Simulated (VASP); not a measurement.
# Sc4SiS2 (Cmmm) in VASP: single point with PBE

Aim: the single point of Sc4SiS2 with PBE.

Program: VASP 6.6.1. These are calculated values, not measurements. Logs are shortened: lines on timing, memory, paths and dates and some standing lists are left out, and cuts for length are marked.

**1. The cell of the first run**

Symmetry: Cmmm, No. 65, orthorhombic system. The conventional cell has a = 7.325 Å, b = 10.432 Å, c = 3.721 Å, α = 90.00°, β = 90.00°, γ = 90.00°. Within 3.4 Å of Sc (site symmetry m2m) lie 1 Si at 2.59 Å and 4 S at 2.61 Å. Sc (site symmetry 2mm) has 2 S at 2.61 Å and 2 Si at 2.63 Å within 3.4 Å. Si (site symmetry mmm) has 6 Sc at 2.59 to 2.63 Å within 3.4 Å. Within 3.4 Å of S (site symmetry 2/m) lie 6 Sc at 2.61 Å.

**2. Single point, PBE**

The input, POSCAR:

```
Sc4SiS2
1.0
    3.6622524506     -5.2159705873      0.0000000000
    3.6622524506      5.2159705873      0.0000000000
    0.0000000000      0.0000000000      3.7205207134
Sc Si S
4 1 2
Direct
    0.7516240740      0.2483759260      0.0000000000
    0.2535132834      0.2535132834      0.5000000000
    0.7464867166      0.7464867166      0.5000000000
    0.2483759260      0.7516240740      0.0000000000
    0.0000000000      0.0000000000      0.0000000000
    0.5000000000      0.0000000000      0.5000000000
    0.0000000000      0.5000000000      0.5000000000
```

The input, INCAR.step1:

```
  PREC = Accurate
  ENCUT = 520
  EDIFF = 1E-7
  ISMEAR = 0
  SIGMA = 0.1
  LREAL = False
  LASPH = True
  NELM = 60
  ALGO = Normal
  ISIF = 2
  LWAVE = False
  LCHARG = True
  LMAXMIX = 4
  GGA = PE
  NBANDS = 39
```

The input, KPOINTS.step1:

```
regular mesh
0
Gamma
  6 6 8
```

The input, INCAR.step2:

```
  PREC = Accurate
  ENCUT = 520
  EDIFF = 1E-7
  ISMEAR = -5
  SIGMA = 0.1
  LREAL = False
  LASPH = True
  NELM = 60
  ALGO = Normal
  ISIF = 2
  LWAVE = False
  LCHARG = False
  LMAXMIX = 4
  GGA = PE
  LORBIT = 10
  NEDOS = 1001
  ICHARG = 11
```

The input, KPOINTS.step2:

```
regular mesh
0
Gamma
  9 9 12
```

Potentials or basis: VASP PAW PBE potentials, release 64 (Sc_sv, Si, S).

The run is started by

```bash
> cat potpaw_PBE.64/Sc_sv/POTCAR potpaw_PBE.64/Si/POTCAR potpaw_PBE.64/S/POTCAR > POTCAR
> cp INCAR.step1 INCAR
> cp KPOINTS.step1 KPOINTS
> mpirun -np 1 vasp_std > vasp.out
> cp INCAR.step2 INCAR
> cp KPOINTS.step2 KPOINTS
> mpirun -np 1 vasp_std > vasp.out
```

OUTCAR:

```text
PREC = Accurate
   ENCUT = 520
   EDIFF = 1E-7
   ISMEAR = -5
   LREAL = False
   LASPH = True
   NELM = 60
   ISIF = 2
   GGA = PE
   LORBIT = 10
   ICHARG = 11

 ion  position               nearest neighbor table
   1  0.752  0.248  0.000-   5 2.59   6 2.61   7 2.61   6 2.61   7 2.61
   2  0.254  0.254  0.500-   6 2.61   7 2.61   5 2.63   5 2.63
   3  0.746  0.746  0.500-   6 2.61   7 2.61   5 2.63   5 2.63
   4  0.248  0.752  0.000-   5 2.59   6 2.61   7 2.61   6 2.61   7 2.61
   5  0.000  0.000  0.000-   1 2.59   4 2.59   3 2.63   2 2.63   2 2.63   3 2.63
   6  0.500  0.000  0.500-   2 2.61   3 2.61   1 2.61   4 2.61   1 2.61   4 2.61
   7  0.000  0.500  0.500-   2 2.61   3 2.61   1 2.61   4 2.61   1 2.61   4 2.61

  LATTYP: Found a base centered orthorhombic cell.
 ALAT       =     7.3245049012
 B/A-ratio  =     1.4242520573
 C/A-ratio  =     0.5079552493

  Lattice vectors:

 A1 = (   3.6622524506,  -5.2159705873,   0.0000000000)
 A2 = (   3.6622524506,   5.2159705873,   0.0000000000)
 A3 = (   0.0000000000,   0.0000000000,   3.7205207134)

Analysis of symmetry for initial positions (statically):
=====================================================================
 Subroutine PRICEL returns:
 Original cell was already a primitive cell.

 Routine SETGRP: Setting up the symmetry group for a
 base centered orthorhombic supercell.

 Subroutine GETGRP returns: Found  8 space group operations
 (whereof  8 operations were pure point group operations)
 out of a pool of  8 trial point group operations.

The static configuration has the point symmetry D_2h.

Analysis of symmetry for dynamics (positions and initial velocities):
=====================================================================
 Subroutine PRICEL returns:
 Original cell was already a primitive cell.

 Routine SETGRP: Setting up the symmetry group for a
 base centered orthorhombic supercell.

 Subroutine GETGRP returns: Found  8 space group operations
 (whereof  8 operations were pure point group operations)
 out of a pool of  8 trial point group operations.

The dynamic configuration has the point symmetry D_2h.

 Subroutine INISYM returns: Found  8 space group operations
 (whereof  8 operations are pure point group operations),
 and found     1 'primitive' translations

----------------------------------------------------------------------------------------

                                     Primitive cell

[... 117 lines left out ...]
   ISMEAR =    -5;   SIGMA  =   0.10  broadening in eV -4-tet -1-fermi 0-gaus
   EFERMI_NEDOS =   21; number of points for ismear=-14 and -15
   IALGO  =     38    algorithm
   IMIX   =      4    mixing-type and parameters
     AMIX     =   0.40;   BMIX     =  1.00
     AMIX_MAG =   1.60;   BMIX_MAG =  1.00
  volume/ion in A,a.u.               =      20.31       137.03
  Fermi-wavevector in a.u.,A,eV,Ry     =   1.228060  2.320697 20.519368  1.508131
  Thomas-Fermi vector in A             =   2.363000
   LORBIT       =     10    0 simple, 1 ext, 2 COOP (PROOUT), +10 PAW based schemes
   GGA     = PE    functional components
   LHFCALC =     F    Hartree Fock is set to
   AEXX    =    0.0000 exact exchange contribution
   IVDW    =     0    specifies the selected vdW correction
   LEPSILON=     F    determine dielectric tensor
   LRPA    =     F    only Hartree local field effects (RPA)
 non-spin polarized calculation
 Fermi weights with tetrahedron method with Bloechl corrections
  energy-cutoff  :      520.00
  volume of cell :      142.14
 maximum number of plane-waves:      3860

 number of electron      60.0000008 magnetization

 Free energy of the ion-electron system (eV)
  ---------------------------------------------------
  ext. energy  EPLUGINS =         0.00000000
  ---------------------------------------------------
  free energy    TOTEN  =       -47.42930465 eV

  energy without entropy =      -47.42930465  energy(sigma->0) =      -47.42930465

 E-fermi :   5.4621     XC(G=0): -10.1789

 val. band max:        5.4754070074   @ k =  -0.2222   0.1111   0.2500
 cond. band min:       5.4323997364   @ k =   0.3333   0.3333   0.0000
 fundamental gap:     -0.0430072710
 Fermi energy:         5.4621466949

 k-point     1 :       0.0000    0.0000    0.0000
  band No.  band energies     occupation
      1     -44.3973      2.00000
      2     -44.3914      2.00000
      3     -44.1353      2.00000
      4     -44.1307      2.00000
      5     -23.2025      2.00000
      6     -23.0914      2.00000
[... 925 lines left out ...]
     35       6.9802      0.00000
     36       7.1027      0.00000

 [... further k-points ...]

------------------------ aborting loop because EDIFF is reached ----------------------------------------

  FORCE on cell =-STRESS in cart. coord.  units (eV):
  Direction    XX          YY          ZZ          XY          YZ          ZX
  --------------------------------------------------------------------------------------
  -------------------------------------------------------------------------------------
  Total        0.0480942      0.0588671      0.1224593      0.0000000      0.0000000      0.0000000
  in kB        0.5421089      0.6635381      1.3803370      0.0000000      0.0000000      0.0000000
  external PRESSURE =       0.8619947 kB  Pullay stress =       0.0000000 kB

 VOLUME and BASIS-vectors are now :
 -----------------------------------------------------------------------------
  energy-cutoff  :      520.00
  volume of cell :      142.14
      direct lattice vectors                 reciprocal lattice vectors
     3.662252451 -5.215970587  0.000000000     0.136527999 -0.095859436  0.000000000
     3.662252451  5.215970587  0.000000000     0.136527999  0.095859436  0.000000000
     0.000000000  0.000000000  3.720520713     0.000000000  0.000000000  0.268779581

 POSITION                                       TOTAL-FORCE (eV/Angst)
 -----------------------------------------------------------------------------------
      3.66225     -2.62493      0.00000         0.000000      0.032532      0.000000
      1.85686      0.00000      1.86026         0.010962      0.000000      0.000000
      5.46765      0.00000      1.86026        -0.010962      0.000000      0.000000
      3.66225      2.62493      0.00000         0.000000     -0.032532      0.000000
      0.00000      0.00000      0.00000         0.000000      0.000000      0.000000
      1.83113     -2.60799      1.86026        -0.000000      0.000000      0.000000
      1.83113      2.60799      1.86026         0.000000      0.000000      0.000000
 -----------------------------------------------------------------------------------
    total drift:                                0.000000      0.000000      0.000000

  FREE ENERGIE OF THE ION-ELECTRON SYSTEM (eV)
  ---------------------------------------------------
  free  energy   TOTEN  =       -47.4293046483 eV

  energy  without entropy=      -47.4293046483  energy(sigma->0) =      -47.42930465

 total charge

# of ion       s       p       d       tot
------------------------------------------
    1        2.169   6.132   1.118   9.418
    2        2.183   6.130   1.085   9.399
    3        2.183   6.130   1.085   9.399
    4        2.169   6.132   1.118   9.418
    5        0.798   1.007   0.000   1.805
    6        1.319   2.471   0.000   3.790
    7        1.319   2.471   0.000   3.790
--------------------------------------------------
tot         12.139  30.473   4.406  47.019
```

OUTCAR.step1:

```text
PREC = Accurate
   ENCUT = 520
   EDIFF = 1E-7
   ISMEAR = 0
   LREAL = False
[... 1250 lines left out ...]
      3.66225      2.62493      0.00000        -0.000000     -0.011534      0.000000
      0.00000      0.00000      0.00000        -0.000000     -0.000000     -0.000000
      1.83113     -2.60799      1.86026        -0.000000     -0.000000     -0.000000
      1.83113      2.60799      1.86026        -0.000000     -0.000000     -0.000000
 -----------------------------------------------------------------------------------
    total drift:                                0.000000      0.000000      0.000000

  FREE ENERGIE OF THE ION-ELECTRON SYSTEM (eV)
  ---------------------------------------------------
  free  energy   TOTEN  =       -47.4372030793 eV

  energy  without entropy=      -47.4164588339  energy(sigma->0) =      -47.42683096
```

Run time: 8 min. Hardware: 1 thread of Intel Xeon 6975P-C (Granite Rapids), shared host; peak memory 0.78 GiB.

What came out:

| Property | Result |
| --- | --- |
| Valence electrons inside the program's atomic spheres | Sc 9.42, 9.40 (each value once); Si 1.80; S 3.79 |

Levels at points of the mesh, in eV from the Fermi level:
| k point | band 26 | band 27 | band 28 | band 29 | band 30 | band 31 | band 32 | band 33 | band 34 | band 35 |
| --- | --- | --- | --- | --- | --- | --- | --- | --- | --- | --- |
| (0.00, 0.00, 0.00) | -1.85 | -1.50 | -1.23 | -1.16 | -0.52 | 0.63 | 0.71 | 0.80 | 0.97 | 1.16 |
| (0.00, 0.00, 0.50) | -2.96 | -2.06 | -1.83 | -0.36 | -0.34 | 0.62 | 0.84 | 1.66 | 1.77 | 1.92 |
